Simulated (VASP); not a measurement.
# Al (P6_3/mmc) in VASP: notebook

Al is run at these levels: PBEsol+D3(BJ); tasks: single point.

Program: VASP 6.6.1. These are calculated values, not measurements. Logs are shortened: lines on timing, memory, paths and dates and some standing lists are left out, and cuts for length are marked.

**1. The cell of the first run**

Symmetry: P6_3/mmc, No. 194, hexagonal system. Conventional cell: a = 2.838 Å, b = 2.838 Å, c = 9.130 Å, α = 90.00°, β = 90.00°, γ = 120.00°. Within 3.7 Å of Al (site symmetry -3m) lie 12 Al at 2.81 to 2.84 Å. Al (site symmetry -6m2) has 12 Al at 2.81 to 2.84 Å within 3.7 Å.

**2. Single point, PBEsol+D3(BJ) (volume 15.924 Å^3 an atom, c/a of the conventional cell 3.2168)**

INCAR

```
SYSTEM = Al
ALGO = Normal
EDIFF = 1E-6
ENCUT = 520
GGA = PS
ISIF = 2
ISMEAR = 0
IVDW = 12
LASPH = .True.
LCHARG = .True.
LELF = .True.
LREAL = .False.
LVHAR = .True.
LWAVE = .False.
NBANDS = 14
NELM = 60
PREC = Accurate
SIGMA = 0.15
```

KPOINTS

```
k-points
0
Gamma
  18 18 6
  0 0 0
```

POSCAR

```
Al
1.0
    2.8382620443      0.0000000000      0.0000000000
   -1.4191310221      2.4580070330      0.0000000000
    0.0000000000      0.0000000000      9.1301213442
Al
4
Direct
    0.0000000000      0.0000000000      0.0000000000
    0.3333333333      0.6666666667      0.2500000000
    0.0000000000      0.0000000000      0.5000000000
    0.6666666667      0.3333333333      0.7500000000
```

Potentials or basis: VASP PAW PBE potentials, release 64 (Al).

Started as:

```bash
$ cat potpaw_PBE.64/Al/POTCAR > POTCAR
$ mpirun -np 1 vasp_std > vasp.out
```

OUTCAR:

```text
SYSTEM = Al
   EDIFF = 1E-6
   ENCUT = 520
   GGA = PS
   ISIF = 2
   ISMEAR = 0
   IVDW = 12
   LASPH = .True.
   LREAL = .False.
   NELM = 60
   PREC = Accurate
 IVDW          = 12

 ion  position               nearest neighbor table
   1  0.000  0.000  0.000-   2 2.81   4 2.81   4 2.81   2 2.81   4 2.81   2 2.81
   2  0.333  0.667  0.250-   1 2.81   3 2.81   1 2.81   3 2.81   1 2.81   3 2.81
   3  0.000  0.000  0.500-   2 2.81   4 2.81   4 2.81   2 2.81   4 2.81   2 2.81
   4  0.667  0.333  0.750-   1 2.81   3 2.81   1 2.81   3 2.81   1 2.81   3 2.81

  LATTYP: Found a hexagonal cell.
 ALAT       =     2.8382620443
 C/A-ratio  =     3.2168000000

  Lattice vectors:

 A1 = (   2.8382620443,   0.0000000000,   0.0000000000)
 A2 = (  -1.4191310221,   2.4580070330,   0.0000000000)
 A3 = (   0.0000000000,   0.0000000000,   9.1301213442)

Analysis of symmetry for initial positions (statically):
=====================================================================
 Subroutine PRICEL returns:
 Original cell was already a primitive cell.

 Routine SETGRP: Setting up the symmetry group for a
 hexagonal supercell.

 Subroutine GETGRP returns: Found 24 space group operations
 (whereof 12 operations were pure point group operations)
 out of a pool of 24 trial point group operations.

The static configuration has the point symmetry D_3d.
 The point group associated with its full space group is D_6h.

Analysis of symmetry for dynamics (positions and initial velocities):
=====================================================================
 Subroutine PRICEL returns:
 Original cell was already a primitive cell.

 Routine SETGRP: Setting up the symmetry group for a
 hexagonal supercell.

 Subroutine GETGRP returns: Found 24 space group operations
 (whereof 12 operations were pure point group operations)
 out of a pool of 24 trial point group operations.

The dynamic configuration has the point symmetry D_3d.
 The point group associated with its full space group is D_6h.

 Subroutine INISYM returns: Found 24 space group operations
 (whereof 12 operations are pure point group operations),
 and found     1 'primitive' translations

----------------------------------------------------------------------------------------

                                     Primitive cell

  volume of cell :      63.6960

[... 104 lines left out ...]
   NUPDOWN=      -1.0000    fix difference up-down
   EMIN   =  10.00;   EMAX   =-10.00  energy-range for DOS
   EFERMI =   0.00;   METHOD = LEGACY
   ISMEAR =     0;   SIGMA  =   0.15  broadening in eV -4-tet -1-fermi 0-gaus
   EFERMI_NEDOS =   21; number of points for ismear=-14 and -15
   IALGO  =     38    algorithm
   IMIX   =      4    mixing-type and parameters
     AMIX     =   0.40;   BMIX     =  1.00
     AMIX_MAG =   1.60;   BMIX_MAG =  1.00
  volume/ion in A,a.u.               =      15.92       107.46
  Fermi-wavevector in a.u.,A,eV,Ry     =   0.938493  1.773495 11.983600  0.880770
  Thomas-Fermi vector in A             =   2.065711
   LORBIT       =      0    0 simple, 1 ext, 2 COOP (PROOUT), +10 PAW based schemes
   GGA     = PS    functional components
   LHFCALC =     F    Hartree Fock is set to
   AEXX    =    0.0000 exact exchange contribution
   IVDW    =    12    specifies the selected vdW correction
   LEPSILON=     F    determine dielectric tensor
   LRPA    =     F    only Hartree local field effects (RPA)
 non-spin polarized calculation
 Gauss-broadening in eV      SIGMA  =   0.15
  energy-cutoff  :      520.00
  volume of cell :       63.70
 maximum number of plane-waves:      1734
 NGX is ok and might be reduce to    24
   NGX = 11   NGY = 11   NGZ = 33

 number of electron      12.0000000 magnetization

 Free energy of the ion-electron system (eV)
  ---------------------------------------------------
  ext. energy  EPLUGINS =         0.00000000
  ---------------------------------------------------
  free energy    TOTEN  =       -16.31385170 eV

  energy without entropy =      -16.29772444  energy(sigma->0) =      -16.30578807

 E-fermi :   8.3176     XC(G=0): -10.3876

 val. band max:        8.3164943409   @ k =   0.2778   0.2222   0.5000
 cond. band min:       8.3188109317   @ k =   0.2222   0.2222   0.3333
 fundamental gap:      0.0023165907
 Fermi energy:         8.3176108103

 k-point     1 :       0.0000    0.0000    0.0000
  band No.  band energies     occupation
      1      -3.0543      2.00000
      2      -1.2928      2.00000
      3      -1.2880      2.00000
      4       3.6746      2.00000
      5       4.0880      2.00000
      6      12.1158      0.00000
      7      12.1304      0.00000
      8      19.0074      0.00000
      9      19.0074      0.00000
     10      19.1853      0.00000
     11      19.1853      0.00000
     12      20.1724      0.00000
     13      20.1819      0.00000
     14      20.3554      0.00000
[... 377 lines left out ...]
      1       1.9148      2.00000
      2       3.5860      2.00000
      3       3.5971      2.00000
      4       4.4955      2.00000
      5       6.2091      2.00000
      6       6.2415      2.00000
      7       8.3967      0.45601
      8       8.9719      0.00000
      9      10.6533      0.00000
     10      10.8925      0.00000
     11      11.9577      0.00000
     12      12.6113      0.00000
     13      12.8920      0.00000
     14      16.6723      0.00000

 [... further k-points ...]

------------------------ aborting loop because EDIFF is reached ----------------------------------------

 Edisp (eV)   -1.31663

 E8    (eV) :    -0.8867

  FORCE on cell =-STRESS in cart. coord.  units (eV):
  Direction    XX          YY          ZZ          XY          YZ          ZX
  --------------------------------------------------------------------------------------
  -------------------------------------------------------------------------------------
  Total      -0.93167    -0.93167    -0.09365    -0.00000    -0.00000    -0.00000
  in kB     -23.43467   -23.43467    -2.35561    -0.00000    -0.00000    -0.00000
  external pressure =      -16.41 kB  Pullay stress =        0.00 kB

 VOLUME and BASIS-vectors are now :
 -----------------------------------------------------------------------------
  energy-cutoff  :      520.00
  volume of cell :       63.70
      direct lattice vectors                 reciprocal lattice vectors
     2.838262044  0.000000000  0.000000000     0.352328286  0.203416830  0.000000000
    -1.419131022  2.458007033  0.000000000     0.000000000  0.406833661  0.000000000
     0.000000000  0.000000000  9.130121344     0.000000000  0.000000000  0.109527569

 POSITION                                       TOTAL-FORCE (eV/Angst)
 -----------------------------------------------------------------------------------
      0.00000      0.00000      0.00000        -0.000000      0.000000      0.000000
     -0.00000      1.63867      2.28253        -0.000000      0.000000      0.000000
      0.00000      0.00000      4.56506        -0.000000      0.000000      0.000000
      1.41913      0.81934      6.84759         0.000000     -0.000000     -0.000000
 -----------------------------------------------------------------------------------
    total drift:                               -0.000000      0.000000      0.000000

  FREE ENERGIE OF THE ION-ELECTRON SYSTEM (eV)
  ---------------------------------------------------
  free  energy   TOTEN  =       -17.6304770167 eV

  energy  without entropy=      -17.6143497538  energy(sigma->0) =      -17.62241339
```

It took 61 s on 1 thread of AMD EPYC 9R45 (Zen 5), shared host; peak memory 0.22 GiB.

Results:

```
Free energy                : -17.6305 eV
Pressure                   : -1.6 GPa
Band gap on the k mesh     : zero (band 6 reaches 12.45 eV, above the bottom of band 7 at 6.69 eV)
Dispersion energy per atom : -0.329 eV
```

Stress tensor (GPa, compression positive):
```
-2.34  0.00  0.00
 0.00 -2.34  0.00
 0.00  0.00 -0.24
```

Levels at points of the mesh, in eV from the Fermi level:
| k point | band 3 | band 4 | band 5 | band 6 | band 7 | band 8 | band 9 | band 10 |
| --- | --- | --- | --- | --- | --- | --- | --- | --- |
| (0.00, 0.00, 0.00) | -9.61 | -4.64 | -4.23 | 3.80 | 3.81 | 10.69 | 10.69 | 10.87 |
| (0.50, 0.00, 0.00) | -4.04 | -3.97 | -3.40 | -3.31 | 0.84 | 1.28 | 1.52 | 1.83 |
| (0.00, 0.00, 0.50) | -7.44 | -7.44 | -0.67 | -0.67 | 8.83 | 8.83 | 11.03 | 11.03 |
| (0.50, 0.00, 0.50) | -4.93 | -4.93 | -1.87 | -1.87 | -1.20 | -1.20 | 4.83 | 4.83 |

Caveat: the PAW data sets were made with another functional, which shifts forces and pressure a little; pairwise dispersion overbinds metals, which lowers pressure and volume.

**3. Single point, PBEsol+D3(BJ) (volume 16.236 Å^3 an atom, c/a of the conventional cell 3.5559)**

INCAR

```
PREC = Accurate
ENCUT = 520
EDIFF = 1E-6
ISMEAR = 0
SIGMA = 0.15
LREAL = F
LASPH = T
NELM = 100
ALGO = Normal
ISIF = 2
LWAVE = F
LCHARG = F
GGA = PS
IVDW = 12
NBANDS = 14
```

KPOINTS

```
Automatic mesh
0
Gamma
  18 18 6
```

POSCAR

```
Al
1.0
    2.7628223105      0.0000000000      0.0000000000
   -1.3814111552      2.3926743070      0.0000000000
    0.0000000000      0.0000000000      9.8243198539
Al
4
Direct
    0.0000000000      0.0000000000      0.0000000000
    0.3333333333      0.6666666667      0.2500000000
    0.0000000000      0.0000000000      0.5000000000
    0.6666666667      0.3333333333      0.7500000000
```

Potentials or basis: VASP PAW PBE potentials, release 64 (Al).

Started as:

```bash
$ cat potpaw_PBE.64/Al/POTCAR > POTCAR
$ mpirun -np 1 vasp_std > vasp.out
```

Run time: 59 s. Hardware: 1 thread of AMD EPYC 9R45 (Zen 5), shared host; peak memory 0.23 GiB.

It converged, with:

```
Free energy                : -17.5493 eV
Pressure                   : -2.3 GPa
Band gap on the k mesh     : zero (band 6 reaches 11.12 eV, above the bottom of band 7 at 6.82 eV)
Dispersion energy per atom : -0.323 eV
```

Stress tensor (GPa, compression positive):
```
-0.30  0.00  0.00
 0.00 -0.30  0.00
 0.00  0.00 -6.41
```

Levels at points of the mesh, in eV from the Fermi level:
| k point | band 3 | band 4 | band 5 | band 6 | band 7 | band 8 | band 9 | band 10 |
| --- | --- | --- | --- | --- | --- | --- | --- | --- |
| (0.00, 0.00, 0.00) | -9.69 | -5.39 | -5.03 | 1.98 | 1.99 | 10.82 | 11.82 | 12.15 |
| (0.50, 0.00, 0.00) | -3.78 | -3.77 | -3.08 | -3.07 | 0.67 | 0.85 | 1.09 | 1.24 |
| (0.00, 0.00, 0.50) | -7.81 | -7.81 | -1.93 | -1.93 | 6.46 | 6.46 | 12.39 | 12.39 |
| (0.50, 0.00, 0.50) | -4.51 | -4.51 | -1.87 | -1.87 | -1.23 | -1.23 | 3.89 | 3.89 |

Caveat: the PAW data sets were made with another functional, which shifts forces and pressure a little; pairwise dispersion overbinds metals, which lowers pressure and volume.

(Part 1 of 2 ends here.)
